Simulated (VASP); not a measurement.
# ZnS (F-43m) in VASP: further runs, part 2 of 2

VASP 6.6.1. Earlier steps stand in the parts before.

## Step 3: Relaxation of cell and atoms, PBE

File INCAR:

```
PREC = Accurate
ENCUT = 600
EDIFF = 1E-6
ISMEAR = 0
SIGMA = 0.02
LREAL = F
LASPH = T
NELM = 80
ALGO = Normal
ISIF = 3
LWAVE = F
LCHARG = F
GGA = PE
IBRION = 2
NSW = 100
EDIFFG = -0.005
```

File KPOINTS:

```
Automatic mesh
0
Gamma
  8 8 8
```

File POSCAR:

```
ZnS
1.0
    0.0000000000      2.7234621712      2.7234621712
    2.7234621712      0.0000000000      2.7234621712
    2.7234621712      2.7234621712      0.0000000000
Zn S
1 1
Direct
    0.0000000000      0.0000000000      0.0000000000
    0.2500000000      0.2500000000      0.2500000000
```

Potentials or basis: VASP PAW PBE potentials, release 64 (Zn, S).

Run with:

```console
cat potpaw_PBE.64/Zn/POTCAR potpaw_PBE.64/S/POTCAR > POTCAR
mpirun -np 1 vasp_std > vasp.out
```

OUTCAR:

```text
PREC = Accurate
   ENCUT = 600
   EDIFF = 1E-6
   ISMEAR = 0
   LREAL = F
   LASPH = T
   NELM = 80
   ISIF = 3
   GGA = PE
   IBRION = 2
   NSW = 100
   EDIFFG = -0.005

 ion  position               nearest neighbor table
   1  0.000  0.000  0.000-   2 2.36   2 2.36   2 2.36   2 2.36
   2  0.250  0.250  0.250-   1 2.36   1 2.36   1 2.36   1 2.36

  LATTYP: Found a face centered cubic cell.
 ALAT       =     5.4469243424

  Lattice vectors:

 A1 = (   0.0000000000,   2.7234621712,   2.7234621712)
 A2 = (   2.7234621712,   0.0000000000,   2.7234621712)
 A3 = (   2.7234621712,   2.7234621712,   0.0000000000)

Analysis of symmetry for initial positions (statically):
=====================================================================
 Subroutine PRICEL returns:
 Original cell was already a primitive cell.

 Routine SETGRP: Setting up the symmetry group for a
 face centered cubic supercell.

 Subroutine GETGRP returns: Found 24 space group operations
 (whereof 24 operations were pure point group operations)
 out of a pool of 48 trial point group operations.

The static configuration has the point symmetry T_d .

Analysis of symmetry for dynamics (positions and initial velocities):
=====================================================================
 Subroutine PRICEL returns:
 Original cell was already a primitive cell.

 Routine SETGRP: Setting up the symmetry group for a
 face centered cubic supercell.

 Subroutine GETGRP returns: Found 24 space group operations
 (whereof 24 operations were pure point group operations)
 out of a pool of 48 trial point group operations.

The dynamic configuration has the point symmetry T_d .

 Subroutine INISYM returns: Found 24 space group operations
 (whereof 24 operations are pure point group operations),
 and found     1 'primitive' translations

----------------------------------------------------------------------------------------

                                     Primitive cell

[... 120 lines left out ...]
   LRPA    =     F    only Hartree local field effects (RPA)
 conjugate gradient relaxation of ions
 non-spin polarized calculation
 Gauss-broadening in eV      SIGMA  =   0.02
  energy-cutoff  :      600.00
  volume of cell :       40.40
 maximum number of plane-waves:      1365
   NGX = 15   NGY = 15   NGZ = 15

 number of electron      18.0000010 magnetization

 Free energy of the ion-electron system (eV)
  ---------------------------------------------------
  ext. energy  EPLUGINS =         0.00000000
  ---------------------------------------------------
  free energy    TOTEN  =        -6.85239582 eV

  energy without entropy =       -6.85239582  energy(sigma->0) =       -6.85239582

 E-fermi :   2.0420     XC(G=0):  -9.5186

 val. band max:        1.8882337482   @ k =   0.0000   0.0000   0.0000
 cond. band min:       3.8994984424   @ k =   0.0000   0.0000   0.0000
 fundamental gap:      2.0112646942
 Fermi energy:         2.0419747816

 k-point     1 :       0.0000    0.0000    0.0000
  band No.  band energies     occupation
      1     -11.0891      2.00000
      2      -4.3597      2.00000
      3      -4.3597      2.00000
      4      -4.3597      2.00000
      5      -3.8893      2.00000
      6      -3.8893      2.00000
      7       1.8882      2.00000
      8       1.8882      2.00000
      9       1.8882      2.00000
     10       3.8995      0.00000
     11       8.2998      0.00000
     12       8.2998      0.00000
     13       8.2998      0.00000
[... 354 lines left out ...]
  band No.  band energies     occupation
      1     -10.0596      2.00000
      2      -4.2358      2.00000
      3      -4.1836      2.00000
      4      -3.9363      2.00000
      5      -3.8769      2.00000
      6      -3.6316      2.00000
      7      -2.8593      2.00000
      8      -0.3790      2.00000
      9       0.4866      2.00000
     10       6.6786      0.00000
     11       7.8757      0.00000
     12       9.6818      0.00000
     13      10.8813      0.00000

 [... further k-points ...]

------------------------ aborting loop because EDIFF is reached ----------------------------------------

  FORCE on cell =-STRESS in cart. coord.  units (eV):
  Direction    XX          YY          ZZ          XY          YZ          ZX
  --------------------------------------------------------------------------------------
  -------------------------------------------------------------------------------------
  Total        0.0034063      0.0034063      0.0034063      0.0000000      0.0000000      0.0000000
  in kB        0.1350821      0.1350821      0.1350821      0.0000000      0.0000000      0.0000000
  external PRESSURE =       0.1350821 kB  Pullay stress =       0.0000000 kB

 VOLUME and BASIS-vectors are now :
 -----------------------------------------------------------------------------
  energy-cutoff  :      600.00
  volume of cell :       40.40
      direct lattice vectors                 reciprocal lattice vectors
     0.000000000  2.723462171  2.723462171    -0.183589846  0.183589846  0.183589846
     2.723462171  0.000000000  2.723462171     0.183589846 -0.183589846  0.183589846
     2.723462171  2.723462171  0.000000000     0.183589846  0.183589846 -0.183589846

 POSITION                                       TOTAL-FORCE (eV/Angst)
 -----------------------------------------------------------------------------------
      0.00000      0.00000      0.00000        -0.000000     -0.000000     -0.000000
      1.36173      1.36173      1.36173         0.000000      0.000000      0.000000
 -----------------------------------------------------------------------------------
    total drift:                                0.000001      0.000001      0.000001

  FREE ENERGIE OF THE ION-ELECTRON SYSTEM (eV)
  ---------------------------------------------------
  free  energy   TOTEN  =        -6.8523958193 eV

  energy  without entropy=       -6.8523958193  energy(sigma->0) =       -6.85239582

 reached required accuracy - stopping structural energy minimisation
```

Run time: 14 s. Hardware: 1 thread of Intel Xeon 6975P-C (Granite Rapids), shared host; peak memory 0.18 GiB.

What came out:

```
Free energy             : -6.8524 eV
Pressure after relaxing : 0.0 GPa
Band gap on the k mesh  : 2.01 eV, direct
```

Final structure:
```
CELL_PARAMETERS angstrom
0.00000 2.72346 2.72346
2.72346 0.00000 2.72346
2.72346 2.72346 0.00000
ATOMIC_POSITIONS crystal
Zn 0.00000 0.00000 0.00000
S 0.25000 0.25000 0.25000
```

Caveat: the relaxation stopped at its first step, so nothing moved. PBE gaps usually lie below the measured ones, often by a third to a half.

## Step 4: Single point, PBE

File INCAR:

```
ALGO     = Normal         # electronic algorithm
EDIFF    = 1E-6           # SCF threshold, eV
ENCUT    = 500            # plane-wave cutoff, eV
GGA      = PE             # functional
GGA_COMPAT= F            
ISIF     = 2              # what is computed and relaxed
ISMEAR   = 0              # smearing method
LASPH    = T              # aspherical terms in the spheres
LCHARG   = T              # write CHGCAR
LELF     = T              # ELF
LREAL    = F              # projectors in reciprocal space
LVHAR    = T            
LWAVE    = F              # write WAVECAR
NBANDS   = 16             # bands
NELM     = 120            # most SCF steps
PREC     = Accurate       # precision mode
SIGMA    = 0.1            # smearing width, eV
```

File KPOINTS:

```
k-points
0
Gamma
  6 6 6
```

POSCAR is that of step 3.

Potentials or basis: VASP PAW PBE potentials, release 64 (Zn, S).

Run with:

```console
cat potpaw_PBE.64/Zn/POTCAR potpaw_PBE.64/S/POTCAR > POTCAR
mpirun -np 1 vasp_std > vasp.out
```

OUTCAR:

```text
EDIFF = 1E-6
   ENCUT = 500
   GGA = PE
   ISIF = 2
   ISMEAR = 0
   LASPH = T
   LREAL = F
   NELM = 120
   PREC = Accurate

 ion  position               nearest neighbor table
   1  0.000  0.000  0.000-   2 2.36   2 2.36   2 2.36   2 2.36
   2  0.250  0.250  0.250-   1 2.36   1 2.36   1 2.36   1 2.36

  LATTYP: Found a face centered cubic cell.
 ALAT       =     5.4469243424

  Lattice vectors:

 A1 = (   0.0000000000,   2.7234621712,   2.7234621712)
[... 479 lines left out ...]
------------------------ aborting loop because EDIFF is reached ----------------------------------------

  FORCE on cell =-STRESS in cart. coord.  units (eV):
  Direction    XX          YY          ZZ          XY          YZ          ZX
  --------------------------------------------------------------------------------------
  -------------------------------------------------------------------------------------
  Total        0.0067657      0.0067657      0.0067657     -0.0000000      0.0000000      0.0000000
  in kB        0.2683059      0.2683059      0.2683059     -0.0000000      0.0000000      0.0000000
  external PRESSURE =       0.2683059 kB  Pullay stress =       0.0000000 kB

 VOLUME and BASIS-vectors are now :
 -----------------------------------------------------------------------------
  energy-cutoff  :      500.00
  volume of cell :       40.40
      direct lattice vectors                 reciprocal lattice vectors
     0.000000000  2.723462171  2.723462171    -0.183589846  0.183589846  0.183589846
     2.723462171  0.000000000  2.723462171     0.183589846 -0.183589846  0.183589846
     2.723462171  2.723462171  0.000000000     0.183589846  0.183589846 -0.183589846

 POSITION                                       TOTAL-FORCE (eV/Angst)
 -----------------------------------------------------------------------------------
      0.00000      0.00000      0.00000        -0.000000     -0.000000      0.000000
      1.36173      1.36173      1.36173         0.000000      0.000000      0.000000
 -----------------------------------------------------------------------------------
    total drift:                                0.000000      0.000000      0.000000

  FREE ENERGIE OF THE ION-ELECTRON SYSTEM (eV)
  ---------------------------------------------------
  free  energy   TOTEN  =        -6.8493708366 eV

  energy  without entropy=       -6.8493708366  energy(sigma->0) =       -6.84937084
```

Wall time 20 s (1 thread of Intel Xeon 8259CL, shared host); peak memory 0.15 GiB.

What came out:

| Item | Value |
| --- | --- |
| Free energy | -6.8494 eV |
| Pressure | 0.0 GPa |
| Band gap on the k mesh | 2.01 eV, direct |

## Step 5: Overview

```tsv
task	cell	k mesh	cutoff (eV)	smearing	gap on the mesh (eV)	pressure (GPa)
single point	a = 3.849 Å, angles 60.0°, 2 atoms	8 × 8 × 8	520	gaussian 0.02 eV	2.02	0.1
relaxation of cell and atoms	relaxed from a = 3.852 Å, angles 60.0°, 2 atoms	8 × 8 × 8	600	gaussian 0.02 eV	2.01	0.0
single point	a = 3.852 Å, angles 60.0°, 2 atoms	6 × 6 × 6	500	gaussian 0.1 eV	2.01	0.0
```

Alike in all rows: level PBE; potentials or basis VASP PAW PBE potentials, release 64 (Zn, S); no spin polarisation.

Caveats: the relaxation stopped at its first step, so nothing moved (some runs).

Total energies depend on the potentials used, so only differences within one code and one set of settings carry meaning.

## Step 6: Against experiment

Step 2. Measured gap of ZnS: 3.85 eV (direct; 19 K; quoted in “Electronic, vibrational, and thermodynamic properties of ZnS (zincblende and rocksalt structure)”, 2009, arxiv:0911.5022). This calculation gives 2.02 eV (-1.83 eV). The value is that of PBE, without temperature or zero-point motion. Semilocal functionals fall short of measured gaps as a rule.

Step 4. A measured gap of ZnS is 3.85 eV (direct; 19 K; quoted in “Electronic, vibrational, and thermodynamic properties of ZnS (zincblende and rocksalt structure)”, 2009, arxiv:0911.5022); the calculated 2.01 eV misses it by -1.84 eV. The value is that of PBE, without temperature or zero-point motion. Semilocal functionals fall short of measured gaps as a rule.
